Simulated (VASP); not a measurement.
Input of a VASP 6.6.1 run:

File POSCAR:

```
MgTe
1.0
    4.6691883279      0.0000000000      0.0000000000
   -2.3345941639      4.0436357070      0.0000000000
    0.0000000000      0.0000000000      7.6041911399
Mg Te
2 2
Direct
    0.3333333333      0.6666666667     -0.0006080485
    0.6666666667      0.3333333333      0.4993919515
    0.3333333333      0.6666666667      0.3756080485
    0.6666666667      0.3333333333      0.8756080485
```

The input INCAR.step1:

```
  ALGO = Normal
  EDIFF = 1E-5
  ENCUT = 520
  GGA = PE
  GGA_COMPAT = F
  ISIF = 2
  ISMEAR = 0
  LASPH = T
  LCHARG = F
  LREAL = F
  LWAVE = T
  NBANDS = 16
  NELM = 120
  PREC = Accurate
  SIGMA = 0.01
```

The input INCAR.step2:

```
  ALGO = Normal
  EDIFF = 1E-6
  ENCUT = 520
  GGA = PE
  GGA_COMPAT = F
  HFSCREEN = 0.2079
  ISIF = 2
  ISMEAR = 0
  ISTART = 1
  LASPH = T
  LCHARG = F
  LHFCALC = T
  LREAL = F
  LWAVE = F
  NBANDS = 16
  NELM = 120
  PREC = Accurate
  PRECFOCK = Normal
  SIGMA = 0.01
```

File KPOINTS:

```
k-points
0
Gamma
  6 6 2
```

Potentials or basis: VASP PAW PBE potentials, release 64 (Mg, Te).

Run with:

```console
$ cat potpaw_PBE.64/Mg/POTCAR potpaw_PBE.64/Te/POTCAR > POTCAR
$ cp INCAR.step1 INCAR
$ mpirun -np 1 vasp_std > vasp.out
$ cp INCAR.step2 INCAR
$ mpirun -np 1 vasp_std > vasp.out
```

**Question.** Predict the band gap on the k mesh.

**Answer.** 2.93 eV.

**Question.** Predict the pressure.

**Answer.** -2.2 GPa.

Forces in eV/Å, atoms in the order of the input:
```
Mg   0.000  0.000 -0.002
Mg   0.000  0.000 -0.002
Te   0.000  0.000  0.002
Te   0.000  0.000  0.002
```

Caveat: the cell differs from its parent crystal (strain +2.0%); the PAW data sets were made with another functional, which shifts forces and pressure a little; spin-orbit coupling is left out, which moves the levels of the heavy elements.
